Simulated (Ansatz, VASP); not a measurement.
# AlN in VASP and in Ansatz

```
Al N
1.0
     0.00000    2.18488    2.18488
     2.18488    0.00000    2.18488
     2.18488    2.18488    0.00000
Al N
1 1
Direct
  0.00000 0.00000 0.00000
  0.25000 0.25000 0.25000
```

Change from the starting cell: volume scaled by 1, PAW files.

Alike in both runs: task single point; functional r2SCAN; k mesh 15 × 15 × 15; occupations fermi-dirac, width 0.08 eV; no spin polarisation.

```csv
,VASP,Ansatz
version,VASP 6.6.1,Ansatz 0.2.0
potentials or method,"VASP PAW PBE potentials, release 64 (Al, N)","PAW with Ansatz's default frozen-core files, scalar-relativistic"
plane-wave cutoff (eV),520,500
valence electrons in the cell,8,8
```

|  | VASP | Ansatz | Ansatz less VASP |
| --- | --- | --- | --- |
| gap on the k mesh at the Fermi level (eV) | 4.00 | 4.01 | +0.007 |
| pressure (GPa) | -0.4 | 0.0 | +0.39 |

VASP's potentials were made for PBE, not for r2SCAN.
